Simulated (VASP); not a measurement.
# Li2GeS3 in VASP: further runs

Runs on Li2GeS3. Level: PBE+D3(BJ). Tasks: single point.

All numbers are computed with VASP 6.6.1; they aren't measurements. Logs are shortened: lines on timing, memory, paths and dates and some standing lists are left out, and cuts for length are marked.

## (1) The cell of the first run

The cell holds a disordered packing, 24 atoms: a = 8.162 Å, b = 8.112 Å, c = 8.237 Å, α = 91.18°, β = 95.36°, γ = 86.30°.

## (2) Single point, PBE+D3(BJ)

File INCAR:

```
  PREC = Accurate
  ENCUT = 650
  EDIFF = 1E-6
  ISMEAR = -1
  SIGMA = 0.1551
  LREAL = Auto
  LASPH = T
  NELM = 120
  ALGO = Normal
  ISIF = 2
  LWAVE = F
  LCHARG = F
  GGA = PE
  IVDW = 12
  NBANDS = 94
  ISYM = -1
  GGA_COMPAT = F
```

File KPOINTS:

```
explicit points
1
Reciprocal
  0.25000000   0.25000000   0.25000000 1
```

File POSCAR:

```
Li2GeS3
1.0
    8.1492130000      0.2608840000     -0.3825630000
    0.2608840000      8.1074400000     -0.0781450000
   -0.3825630000     -0.0781450000      8.2274370000
Ge S Li
4 12 8
Direct
    0.4522253687      0.4358619627      0.4696279202
    0.2046988419      0.3077899851      0.2156950520
    0.8978404292      0.3914341772      0.2877638749
    0.4643754589      0.3543905122      0.8580451865
    0.6148131188      0.4000878068      0.1534428781
    0.0914449237      0.2998371642      0.5705462369
    0.9765457619      0.6791985178      0.2365269092
    0.7254518309      0.9674318878      0.7344776987
    0.1611433355      0.3320211907      0.9483728984
    0.4529152400      0.0974020511      0.7760013351
    0.2762926941      0.6379285765      0.3077228413
    0.6961335307      0.3001287620      0.5727689551
    1.0583990427      0.0729671570      0.4546576694
    0.8540586551      0.8345096687      0.9320533235
    0.7165806306      0.9589522644      0.2889419342
    0.4972100292      0.6575408628      0.6892729402
    0.5226142806      0.7911384875      0.1015870926
    0.7087573404      0.6947526181      0.4899176715
    0.1240019510      0.6336022466      0.0436921493
   -0.0460146591      0.0925925148      0.1615045045
    0.6166180984      0.0565653802      0.0393143784
    0.4578049397      1.0295105421      0.4350493759
    0.7624889817      0.5532967020      0.9679696658
    0.1449530067      0.9739795090      0.6829400560
```

Potentials or basis: VASP PAW PBE potentials, release 64 (Ge_d, S, Li_sv).

On the command line:

```sh
$ cat potpaw_PBE.64/Ge_d/POTCAR potpaw_PBE.64/S/POTCAR potpaw_PBE.64/Li_sv/POTCAR > POTCAR
$ mpirun -np 1 vasp_std > vasp.out
```

OUTCAR:

```text
PREC = Accurate
   ENCUT = 650
   EDIFF = 1E-6
   ISMEAR = -1
   LREAL = Auto
   LASPH = T
   NELM = 120
   ISIF = 2
   GGA = PE
   IVDW = 12
   ISYM = -1
 IVDW          = 12

 ion  position               nearest neighbor table
   1  0.452  0.436  0.470-  12 2.31  11 2.44  16 2.54
   2  0.205  0.308  0.216-   9 2.21   3 2.67  11 2.85
   3  0.898  0.391  0.288-   5 2.46   7 2.51  20 2.65   2 2.67   6 2.78
   4  0.464  0.354  0.858-  10 2.18   5 2.65   9 2.67
   5  0.615  0.400  0.153-  23 2.44   3 2.46   4 2.65
   6  0.091  0.300  0.571-  13 2.08   3 2.78
   7  0.977  0.679  0.237-  19 2.09  11 2.46   3 2.51
   8  0.725  0.967  0.734-  14 2.13  10 2.45
   9  0.161  0.332  0.948-   2 2.21  19 2.56   4 2.67
  10  0.453  0.097  0.776-   4 2.18   8 2.45  21 2.46
  11  0.276  0.638  0.308-  19 2.40   1 2.44   7 2.46   2 2.85
  12  0.696  0.300  0.573-   1 2.31
  13  0.058  0.073  0.455-   6 2.08  24 2.10  20 2.49
  14  0.854  0.835  0.932-   8 2.13  23 2.48
  15  0.717  0.959  0.289-  21 2.28  17 2.54  22 2.56  20 2.59
  16  0.497  0.658  0.689-  18 2.53   1 2.54
  17  0.523  0.791  0.102-  21 2.41  15 2.54
  18  0.709  0.695  0.490-  16 2.53
  19  0.124  0.634  0.044-   7 2.09  11 2.40   9 2.56
  20  0.954  0.093  0.162-  13 2.49  15 2.59   3 2.65
  21  0.617  0.057  0.039-  15 2.28  17 2.41  10 2.46
  22  0.458  0.030  0.435-  15 2.56
  23  0.762  0.553  0.968-   5 2.44  14 2.48
  24  0.145  0.974  0.683-  13 2.10

IMPORTANT INFORMATION: All symmetrisations will be switched off!
NOSYMM: (Re-)initialisation of all symmetry stuff for point group C_1.

----------------------------------------------------------------------------------------

                                     Primitive cell

  volume of cell :     541.7999

  direct lattice vectors                    reciprocal lattice vectors
     8.149213000  0.260884000 -0.382563000     0.123103270 -0.003906444  0.005687006
     0.260884000  8.107440000 -0.078145000    -0.003906444  0.123478753  0.000991170
    -0.382563000 -0.078145000  8.227437000     0.005687006  0.000991170  0.121818386

  length of vectors
     8.162357958  8.112012725  8.236697195     0.123296461  0.123544507  0.121955088

  position of ions in fractional coordinates (direct lattice)
     0.452225369  0.435861963  0.469627920
     0.204698842  0.307789985  0.215695052
     0.897840429  0.391434177  0.287763875
     0.464375459  0.354390512  0.858045187
     0.614813119  0.400087807  0.153442878
     0.091444924  0.299837164  0.570546237
[... 16 lines left out ...]
     0.762488982  0.553296702  0.967969666
     0.144953007  0.973979509  0.682940056

  ion indices of the primitive-cell ions
   primitive index   ion index
                 1           1
                 2           2
                 3           3
                 4           4
                 5           5
                 6           6
[... 16 lines left out ...]
                23          23
                24          24

----------------------------------------------------------------------------------------

 KPOINTS: explicit points

Read explicit list of k-points.

 Found      1 k-points:

 Following reciprocal coordinates:
            Coordinates               Weight
  0.250000  0.250000  0.250000      1.000000
   k-points           NKPTS =      1   k-points in BZ     NKDIM =      1   number of bands    NBANDS=     94
   number of dos      NEDOS =    301   number of ions     NIONS =     24
   total plane-waves  NPLWV = 343000
   dimension x,y,z NGX =    70 NGY =   70 NGZ =   70
   dimension x,y,z NGXF=   140 NGYF=  140 NGZF=  140
   ions per type =               4  12   8
   NGX,Y,Z   is equivalent  to a cutoff of  14.26, 14.35, 14.13 a.u.
   NGXF,Y,Z  is equivalent  to a cutoff of  28.51, 28.69, 28.26 a.u.
 SYSTEM =  unknown system
   PREC   = accura    normal or accurate (medium, high low for compatibility)
   ISTART =      0    job   : 0-new  1-cont  2-samecut
   ICHARG =      2    charge: 1-file 2-atom 10-const
   ISPIN  =      1    spin polarized calculation?
   LNONCOLLINEAR =      F non collinear calculations
   LSORBIT =      F    spin-orbit coupling
   LASPH  =      T    aspherical Exc in radial PAW
   ENCUT  =  650.0 eV  47.77 Ry    6.91 a.u.  16.97 16.86 17.12*2*pi/ulx,y,z
   NELM   =    120;   NELMIN=  2; NELMDL= -5     # of ELM steps
   EDIFF  = 0.1E-05   stopping-criterion for ELM
   LREAL  =      T    real-space projection
   EDIFFG = 0.1E-04   stopping-criterion for IOM
   NSW    =      0    number of steps for IOM
   IBRION =     -1    ionic relax: 0-MD 1-quasi-New 2-CG
   NFREE  =      0    steps in history (QN), initial steepest desc. (CG)
   ISIF   =      2    stress and relaxation
   ISYM   =     -1    0-nonsym 1-usesym 2-fastsym
   POTIM  = 0.5000    time-step for ionic-motion
   TEBEG  =    0.0;   TEEND  =   0.0 temperature during run
   PSTRESS=    0.0 pullay stress
   NELECT =     152.0000    total number of electrons
   NUPDOWN=      -1.0000    fix difference up-down
   EMIN   =  10.00;   EMAX   =-10.00  energy-range for DOS
   EFERMI =   0.00;   METHOD = LEGACY
   ISMEAR =    -1;   SIGMA  =   0.16  broadening in eV -4-tet -1-fermi 0-gaus
   EFERMI_NEDOS =   21; number of points for ismear=-14 and -15
   IALGO  =     38    algorithm
   IMIX   =      4    mixing-type and parameters
     AMIX     =   0.40;   BMIX     =  1.00
     AMIX_MAG =   1.60;   BMIX_MAG =  1.00
  volume/ion in A,a.u.               =      22.57       152.34
  Fermi-wavevector in a.u.,A,eV,Ry     =   1.071708  2.025234 15.627074  1.148558
  Thomas-Fermi vector in A             =   2.207456
   LORBIT       =      0    0 simple, 1 ext, 2 COOP (PROOUT), +10 PAW based schemes
   GGA     = PE    functional components
   LHFCALC =     F    Hartree Fock is set to
   AEXX    =    0.0000 exact exchange contribution
   IVDW    =    12    specifies the selected vdW correction
   LEPSILON=     F    determine dielectric tensor
   LRPA    =     F    only Hartree local field effects (RPA)
 non-spin polarized calculation
  energy-cutoff  :      650.00
  volume of cell :      541.80
 maximum number of plane-waves:     20394
 NGX is ok and might be reduce to    70
   NGX = 33   NGY = 33   NGZ = 35

 number of electron     152.0000003 magnetization

 Free energy of the ion-electron system (eV)
  ---------------------------------------------------
  ext. energy  EPLUGINS =         0.00000000
  ---------------------------------------------------
  free energy    TOTEN  =       -89.55736019 eV

  energy without entropy =      -88.94423019  energy(sigma->0) =      -89.25079519

 E-fermi :   2.6251     XC(G=0):  -8.1673

 val. band max:        2.4771271803   @ k =   0.2500   0.2500   0.2500
 cond. band min:       2.7326815531   @ k =   0.2500   0.2500   0.2500
 fundamental gap:      0.2555543727
 Fermi energy:         2.6251400451

 k-point     1 :       0.2500    0.2500    0.2500
  band No.  band energies     occupation
      1     -44.7530      2.00000
      2     -44.3148      2.00000
      3     -44.1969      2.00000
      4     -44.0338      2.00000
      5     -44.0148      2.00000
      6     -43.8676      2.00000
[... 80 lines left out ...]
     87       5.4474      0.00000
     88       5.6922      0.00000
 [bands above 88 left out]

------------------------ aborting loop because EDIFF is reached ----------------------------------------

 Edisp (eV)   -5.29285

 E8    (eV) :    -2.0718

  FORCE on cell =-STRESS in cart. coord.  units (eV):
  Direction    XX          YY          ZZ          XY          YZ          ZX
  --------------------------------------------------------------------------------------
  -------------------------------------------------------------------------------------
  Total      -8.46148    -6.47902    -3.01799    -5.21820    -0.42221    -0.12661
  in kB     -25.02175   -19.15935    -8.92460   -15.43094    -1.24854    -0.37440
  external pressure =      -17.70 kB  Pullay stress =        0.00 kB

 VOLUME and BASIS-vectors are now :
 -----------------------------------------------------------------------------
  energy-cutoff  :      650.00
  volume of cell :      541.80
      direct lattice vectors                 reciprocal lattice vectors
     8.149213000  0.260884000 -0.382563000     0.123103270 -0.003906444  0.005687006
     0.260884000  8.107440000 -0.078145000    -0.003906444  0.123478753  0.000991170
    -0.382563000 -0.078145000  8.227437000     0.005687006  0.000991170  0.121818386

 POSITION                                       TOTAL-FORCE (eV/Angst)
 -----------------------------------------------------------------------------------
      3.61933      3.61500      3.65677         0.475263      0.203941      0.940140
      1.66591      2.53194      1.67226         0.525234      0.276298      0.737274
      7.30872      3.38527      1.99349         0.132671      0.445579      0.953452
      3.54849      2.92730      6.85417        -0.422561      2.130490      0.196531
      5.05592      3.39209      0.99597         0.441234      0.132805     -1.083292
      0.60516      2.41018      4.63572         0.106684     -0.228205     -0.852352
[... 16 lines left out ...]
      5.98772      4.60910      7.62897         0.015453      0.100294     -0.367134
      1.17408      7.88093      5.48728         0.484637     -0.270788      1.090191
 -----------------------------------------------------------------------------------
    total drift:                               -0.005328     -0.005254     -0.013884

  FREE ENERGIE OF THE ION-ELECTRON SYSTEM (eV)
  ---------------------------------------------------
  free  energy   TOTEN  =       -94.8502095931 eV

  energy  without entropy=      -94.2370795989  energy(sigma->0) =      -94.54364460
```

Wall time 2.7 min (1 thread of Intel Xeon Platinum 8259CL at 2.50GHz (Skylake/Cascade Lake), shared host); peak memory 0.68 GiB.

Results:

| Property | Result |
| --- | --- |
| Free energy | -94.8502 eV |
| Pressure | -1.8 GPa |
| Largest force | 2.222 eV/Å |
| Dispersion energy per atom | -0.221 eV |

Forces in eV/Å, atoms in the order of the input:
```
Ge   0.475  0.204  0.940
Ge   0.525  0.276  0.737
Ge   0.133  0.446  0.953
Ge  -0.423  2.130  0.197
S    0.441  0.133 -1.083
S    0.107 -0.228 -0.852
S   -1.109 -0.255  1.670
S    0.547 -0.138 -0.043
S   -0.113  0.220 -0.186
S   -0.160 -2.210 -0.168
S   -0.311 -0.078 -0.477
S   -0.170  0.527 -0.314
S    0.571  0.649 -0.744
S   -0.272  0.525 -0.526
S   -1.565 -0.628 -0.133
S   -0.344 -0.697 -0.057
Li   0.105 -0.657  0.523
Li   0.037  0.365  0.076
Li   0.704 -0.517 -1.223
Li  -0.368 -0.766  0.024
Li   0.404  0.709 -0.109
Li   0.284  0.162  0.072
Li   0.015  0.100 -0.367
Li   0.485 -0.271  1.090
```

Caveat: the atoms stand as in a frame of molecular dynamics.

## (3) Single point, PBE+D3(BJ)

File INCAR:

```
ALGO = Normal
EDIFF = 1E-6
ENCUT = 650
GGA = PE
GGA_COMPAT = F
ISIF = 2
ISMEAR = -1
ISYM = -1
IVDW = 12
LASPH = T
LCHARG = F
LREAL = Auto
LWAVE = F
NBANDS = 94
NELM = 120
PREC = Accurate
SIGMA = 0.1551
```

KPOINTS is that of step 2.

File POSCAR:

```
Li2GeS3
1.0
    8.1492130000      0.2608840000     -0.3825630000
    0.2608840000      8.1074400000     -0.0781450000
   -0.3825630000     -0.0781450000      8.2274370000
Ge S Li
4 12 8
Direct
    0.4402748268      0.4597167759      0.5107919302
    0.1888066495      0.2651161305      0.2358021020
    0.8842647840      0.4199961162      0.3306653804
    0.4392452726      0.3822911673      0.8495331089
    0.6154119164      0.4229416007      0.0926709740
    0.1178232098      0.3422814870      0.5383301492
    0.9772148376      0.6837837484      0.2359770754
    0.7660795581      1.0456665077      0.6876623064
    0.1782181919      0.3649476552      0.9013051720
    0.5038821797      0.0565390941      0.8022792427
    0.2717822434      0.6409873447      0.2366635912
    0.7520369358      0.3717924740      0.5403106981
    1.1560277593      0.0775371922      0.4872260452
    0.8241449513      0.8673328339      0.9133424041
    0.6419835081      0.9289131503      0.2928639934
    0.4566717184      0.6519529915      0.6849204156
    0.6049093482      0.7113643408      0.1157448549
    0.5826295236      0.8417491575      0.5586347226
    0.0056394296      0.6373602082     -0.0514059299
   -0.1059719031      0.0253482520      0.2476045590
    0.6095027493      0.1199108704      0.1231262707
    0.5336387088      1.1547729988      0.4948186369
    0.7710682852      0.5521505864      0.8903081244
    0.2037128323      1.0249285728      0.8790623417
```

Potentials or basis: VASP PAW PBE potentials, release 64 (Ge_d, S, Li_sv).

On the command line:

```sh
$ cat potpaw_PBE.64/Ge_d/POTCAR potpaw_PBE.64/S/POTCAR potpaw_PBE.64/Li_sv/POTCAR > POTCAR
$ mpirun -np 1 vasp_std > vasp.out
```

OUTCAR:

```text
EDIFF = 1E-6
   ENCUT = 650
   GGA = PE
   ISIF = 2
   ISMEAR = -1
   ISYM = -1
   IVDW = 12
   LASPH = T
   LREAL = Auto
   NELM = 120
   PREC = Accurate
 IVDW          = 12

 ion  position               nearest neighbor table
   1  0.440  0.460  0.511-  16 2.10  22 2.55  12 2.59   4 2.87
   2  0.189  0.265  0.236-  13 2.64   6 2.66   3 2.88
   3  0.884  0.420  0.331-  12 2.17   7 2.48   6 2.50   5 2.80   2 2.88
   4  0.439  0.382  0.850-   9 2.23   5 2.38  16 2.62  10 2.69   1 2.87
   5  0.615  0.423  0.093-  17 2.34   4 2.38  23 2.48  21 2.48   3 2.80
   6  0.118  0.342  0.538-  13 2.19   3 2.50   2 2.66
   7  0.977  0.684  0.236-  11 2.41  19 2.42   3 2.48
   8  0.766  0.046  0.688-  14 2.37  10 2.41  18 2.46  22 2.49
   9  0.178  0.365  0.901-   4 2.23  19 2.59
  10  0.504  0.057  0.802-   8 2.41  24 2.62   4 2.69
  11  0.272  0.641  0.237-   7 2.41
  12  0.752  0.372  0.540-   3 2.17  22 2.58   1 2.59
  13  0.156  0.078  0.487-   6 2.19   2 2.64
  14  0.824  0.867  0.913-  19 2.31   8 2.37  23 2.62
  15  0.642  0.929  0.293-  21 2.10  17 2.28  20 2.31  18 2.42  22 2.62
  16  0.457  0.652  0.685-   1 2.10  18 2.23   4 2.62
  17  0.605  0.711  0.116-  15 2.28   5 2.34
  18  0.583  0.842  0.559-  16 2.23  15 2.42   8 2.46  22 2.60
[... 165 lines left out ...]
      3     -44.1535      2.00000
      4     -43.7324      2.00000
      5     -43.6582      2.00000
      6     -43.3618      2.00000
[... 80 lines left out ...]
     87       5.5274      0.00000
     88       5.7653      0.00000
 [bands above 88 left out]

------------------------ aborting loop because EDIFF is reached ----------------------------------------

 Edisp (eV)   -5.32065

 E8    (eV) :    -2.0824

  FORCE on cell =-STRESS in cart. coord.  units (eV):
  Direction    XX          YY          ZZ          XY          YZ          ZX
  --------------------------------------------------------------------------------------
  -------------------------------------------------------------------------------------
  Total      -3.10286    -8.08063    -4.34031     0.88934     2.10573     0.01692
  in kB      -9.17557   -23.89555   -12.83490     2.62989     6.22694     0.05003
  external pressure =      -15.30 kB  Pullay stress =        0.00 kB

 VOLUME and BASIS-vectors are now :
 -----------------------------------------------------------------------------
  energy-cutoff  :      650.00
  volume of cell :      541.80
      direct lattice vectors                 reciprocal lattice vectors
     8.149213000  0.260884000 -0.382563000     0.123103270 -0.003906444  0.005687006
     0.260884000  8.107440000 -0.078145000    -0.003906444  0.123478753  0.000991170
    -0.382563000 -0.078145000  8.227437000     0.005687006  0.000991170  0.121818386

 POSITION                                       TOTAL-FORCE (eV/Angst)
 -----------------------------------------------------------------------------------
      3.51242      3.80207      3.99815        -0.520725     -1.506828     -1.825096
      1.51758      2.18024      1.84710         0.139456      0.677850      0.453179
      7.18913      3.60994      2.34942         0.780237     -0.583300     -1.461541
      3.35424      3.14761      6.79157         0.299419     -0.858868     -0.453293
      5.09001      3.58228      0.49396         0.433359      0.079252     -0.348942
      0.84352      2.76370      4.35726         1.230080     -1.178020     -0.748925
[... 16 lines left out ...]
      6.08705      4.60811      6.98682        -1.236533     -0.432410     -0.640977
      1.33031      0.18656      7.15255        -0.076220      0.373839     -0.449883
 -----------------------------------------------------------------------------------
    total drift:                               -0.001269     -0.010478      0.004282

  FREE ENERGIE OF THE ION-ELECTRON SYSTEM (eV)
  ---------------------------------------------------
  free  energy   TOTEN  =       -95.7502472490 eV

  energy  without entropy=      -95.2273705926  energy(sigma->0) =      -95.48880892
```

stdout:

```text
POSCAR found type information on POSCAR GeS Li
 POSCAR found :  3 types and      24 ions
 scaLAPACK will be used
 LDA part: xc-table for (Slater+PW92), standard interpolation
 POSCAR, INCAR and KPOINTS ok, starting setup
 FFT: planning ... GRIDC
 FFT: planning ... GRID_SOFT
 FFT: planning ... GRID
 WAVECAR not read
 entering main loop
```

It took 2.6 min on 1 thread of Intel Xeon Platinum 8259CL at 2.50GHz (Skylake/Cascade Lake), shared host; peak memory 0.68 GiB.

What came out:

| Property | Result |
| --- | --- |
| Free energy | -95.7502 eV |
| Pressure | -1.5 GPa |
| Largest force | 2.709 eV/Å |
| Dispersion energy per atom | -0.222 eV |

Forces on the atoms (eV/Å):
```
Ge  -0.521 -1.507 -1.825
Ge   0.139  0.678  0.453
Ge   0.780 -0.583 -1.462
Ge   0.299 -0.859 -0.453
S    0.433  0.079 -0.349
S    1.230 -1.178 -0.749
S    1.216  0.028  0.203
S   -0.099 -0.895  2.058
S   -1.083 -0.498  0.725
S   -0.111  0.816 -0.196
S   -1.444 -0.254  0.318
S   -1.156  0.263  1.102
S   -0.535  1.404  0.056
S    0.934  0.093 -0.422
S   -0.466 -0.258  0.991
S   -0.258  2.023  1.783
Li  -0.251  0.403  0.076
Li   0.401  0.260 -0.405
Li   1.879  0.219  0.330
Li   0.404 -0.577  0.389
Li  -0.427  0.719 -1.232
Li  -0.053 -0.318 -0.301
Li  -1.237 -0.432 -0.641
Li  -0.076  0.374 -0.450
```

Stress tensor (GPa, compression positive):
```
-0.92  0.26  0.01
 0.26 -2.39  0.62
 0.01  0.62 -1.28
```

Levels at points of the mesh, in eV from the Fermi level:
| k point | band 73 | band 74 | band 75 | band 76 | band 77 | band 78 | band 79 | band 80 |
| --- | --- | --- | --- | --- | --- | --- | --- | --- |
| (0.25, 0.25, 0.25) | -0.94 | -0.68 | -0.54 | -0.15 | 0.21 | 0.34 | 0.87 | 1.13 |

Caveat: the atoms stand as in a frame of molecular dynamics.

(Continued in part 2 of 2.)
